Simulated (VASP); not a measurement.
Runs of VASP 6.6.1 on Pb. The structure is that of space group Fm-3m (No. 225), or close to it. The cells are those of the table. 

```csv
task,cell,k mesh,cutoff (eV),gap on the mesh (eV),pressure (GPa)
relaxation of cell and atoms,"relaxed from a = 3.493 Å, angles 60.0°, 1 atom",14 × 14 × 14,500,none,0.0
single point,"a = 3.489 Å, angles 60.0°, 1 atom",14 × 14 × 14,500,none,-0.1
single point,"a = 3.489 Å, angles 90.0, 60.0, 120.0°, 1 atom",12 × 12 × 12,500,none,0.2
single point,"a = 3.451 Å, angles 60.0°, 1 atom",14 × 14 × 14,520,none,(a)
```

Alike in all rows: level PBEsol; potentials or basis VASP PAW PBE potentials, release 64 (Pb_d); no spin polarisation; smearing gaussian 0.1 eV.

Fill in the values left out.

(a) 1.6.

Caveats: the PAW data sets were made with another functional, which shifts forces and pressure a little; spin-orbit coupling is left out, which moves the levels of the heavy elements.

A k mesh can miss the band edges, and the runs leave out spin-orbit coupling on Pb.

A gap of «none» marks levels without a gap at the run's occupations.
